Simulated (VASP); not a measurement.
# Ge: single point with PBE

Crystal: Ge.

```
Ge
1.0
     0.00000    2.93158    3.11480
     2.93158    0.00000    3.11480
     2.93158    2.93158    0.00000
Ge
2
Direct
  0.50000 0.50000 0.50000
  0.75000 0.75000 0.75000
```

```
Program                : VASP 6.6.1
Task                   : single point
Functional             : PBE
Potentials or basis    : VASP PAW PBE potentials, release 64 (Ge_d)
Cutoff                 : 520 eV
k mesh                 : 14 × 14 × 14
Occupations            : gaussian, width 0.15 eV
Spin                   : no spin polarisation
Dipole correction      : no
Further INCAR settings : ALGO = Normal; EDIFF = 1e-06; NBANDS = 21
```

```yaml
Pressure: -5.1 GPa
Band_gap_on_the_k_mesh: zero (bands 14 and 15 overlap by 0.46 eV)
```

Stress tensor (GPa, compression positive):
```
-3.81  0.00  0.00
 0.00 -3.81  0.00
 0.00  0.00 -7.53
```

Levels at points of the mesh, in eV from the Fermi level:
```tsv
k point	band 11	band 12	band 13	band 14	band 15	band 16	band 17	band 18
(0.00, 0.00, 0.00)	-11.54	-1.36	-0.23	0.22	0.22	2.45	2.45	2.74
(0.50, 0.00, 0.00)	-9.82	-6.89	-1.33	-0.86	-0.25	3.61	3.82	7.06
(0.50, 0.50, 0.00)	-8.41	-8.41	-2.22	-2.22	1.26	1.26	8.16	8.16
(0.50, 0.00, 0.50)	-8.19	-8.19	-2.58	-2.58	0.85	0.85	8.13	8.13
```

Wall time 3.2 min on 1 thread of AMD EPYC 7R13 Processor (Zen 3), on a shared host, peak memory 0.3 GiB.

Caveat: the cell stands under tension; semilocal functionals underestimate gaps, so a narrow gap can read as zero.
